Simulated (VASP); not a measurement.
A run of VASP 6.6.1 is set up as follows.

Contents of INCAR:

```
SYSTEM = W
ALGO = Fast
EDIFF = 1E-6
ENCUT = 520
GGA = PS
ISIF = 2
ISMEAR = 0
LASPH = .True.
LCHARG = .False.
LREAL = .False.
LWAVE = .False.
NBANDS = 13
NELM = 60
PREC = Accurate
SIGMA = 0.1
```

Contents of KPOINTS:

```
k-points
0
Gamma
  18 18 18
  0 0 0
```

The input POSCAR:

```
W
1.0
    0.0000000000      2.1308504000      2.1308504000
    2.1308504000      0.0000000000      2.1308504000
    2.1308504000      2.1308504000      0.0000000000
W
1
Direct
    0.0000000000      0.0000000000      0.0000000000
```

Potentials or basis: VASP PAW PBE potentials, release 64 (W_sv).

Run with:

```bash
$ cat potpaw_PBE.64/W_sv/POTCAR > POTCAR
$ mpirun -np 1 vasp_std > vasp.out
```

Estimate the pressure.

-38.9 GPa.

Predict the band gap on the k mesh.

zero (band 7 reaches 10.54 eV, above the bottom of band 8 at 7.79 eV).

Caveat: the cell differs from its parent crystal (functional PBEsol, strained); the PAW data sets were made with another functional, which shifts forces and pressure a little; spin-orbit coupling is left out, which moves the levels of the heavy elements.
